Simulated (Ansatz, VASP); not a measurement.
# One calculation of HfC, two programs

Contents of INCAR:

```
  PREC = Accurate
  ENCUT = 520
  EDIFF = 1E-7
  ISMEAR = -1
  SIGMA = 0.05
  LREAL = F
  LASPH = T
  NELM = 100
  ALGO = Normal
  ISIF = 2
  LWAVE = F
  LCHARG = F
  NBANDS = 14
```

The input KPOINTS:

```
regular mesh
0
Gamma
  15 15 15
```

The input POSCAR:

```
HfC
1.0
    0.0000000000      2.3250000000      2.3250000000
    2.3250000000      0.0000000000      2.3250000000
    2.3250000000      2.3250000000      0.0000000000
Hf C
1 1
Direct
    0.5000000000      0.5000000000      0.5000000000
    0.0000000000      0.0000000000      0.0000000000
```

Input for Ansatz:

```yaml
crystal:
  lattice:
    - [0.0, 2.325, 2.325]
    - [2.325, 0.0, 2.325]
    - [2.325, 2.325, 0.0]
  atoms:
    - { symbol: Hf, position: [0.5, 0.5, 0.5] }
    - { symbol: C, position: [0.0, 0.0, 0.0] }
kpoints:
  mp_grid: { grid: [15, 15, 15] }
  band_path:
    path:
      - [0.0, 0.0, 0.0]
      - [0.5, 0.0, 0.5]
      - [0.625, 0.25, 0.625]
      - [0.375, 0.375, 0.75]
      - [0.0, 0.0, 0.0]
      - [0.5, 0.5, 0.5]
      - [0.5, 0.25, 0.75]
      - [0.5, 0.0, 0.5]
    npoints: 5
scf:
  occupations: { method: fermi_dirac, width: 0.05 }
hamiltonian:
  xc: lda
  pseudopotentials: { kind: all_electron, lapw: { basis_error: 0.001 } }
output:
  forces: true
  stress: true
  eigenvalues: true
```

Alike in both runs: task single point; functional LDA; k mesh 15 × 15 × 15; occupations fermi-dirac, width 0.05 eV; no spin polarisation.

|  | VASP | Ansatz |
| --- | --- | --- |
| version | VASP 6.6.1 | Ansatz 0.2.0 |
| potentials or method | VASP PAW LDA potentials, release 64 (Hf_pv, C), cutoff 520 eV | all-electron LAPW, scalar-relativistic |

```csv
,VASP,Ansatz,Ansatz less VASP
pressure (GPa),-11.6,-11.8,-0.23
```

LDA's correlation is that of Perdew and Zunger in VASP and of Perdew and Wang (1992) in Ansatz. Ansatz ran all-electron here, and VASP with PAW potentials.

Neither program's run includes spin-orbit coupling.
